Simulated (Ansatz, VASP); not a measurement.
## Two plane-wave programs on Ti2O

```
CELL_PARAMETERS angstrom
2.91940 0.00000 0.00000
-1.45970 2.52827 0.00000
0.00000 0.00000 4.71300
ATOMIC_POSITIONS crystal
Ti 0.66667 0.33333 0.27874
Ti 0.33333 0.66667 0.72126
O 0.00000 0.00000 0.00000
```

Alike in both runs: task single point; functional r2SCAN; k mesh 9 × 9 × 5; occupations gaussian, width 0.1 eV; no spin polarisation.

|  | VASP | Ansatz |
| --- | --- | --- |
| version | VASP 6.6.1 | Ansatz 0.2.0 |
| potentials or method | VASP PAW PBE potentials, release 64 (Ti_sv, O), cutoff 660 eV | scalar-relativistic, plane waves, PAW |
| valence electrons in the cell | 30 | 30 |

Ansatz gave:

| Quantity | Value |
| --- | --- |
| gap on the k mesh at the Fermi level (eV) | none |
| pressure (GPa) | 9.0 |
| traceless stress, the component that is largest in VASP (GPa) | 5.03 |
| rms of the force components (eV/Å) | 0.502 |

Task: Estimate VASP's values.

Result: gap on the k mesh at the Fermi level (eV): none; pressure (GPa): 10.0; traceless stress, the component that is largest in VASP (GPa): 5.07; rms of the force components (eV/Å): 0.482.

VASP's potentials were made for PBE, not for r2SCAN. Atom by atom the forces differ by 0.020 eV/Å (rms over components). A gap of «none» marks a metal or a gap that the smearing closes.
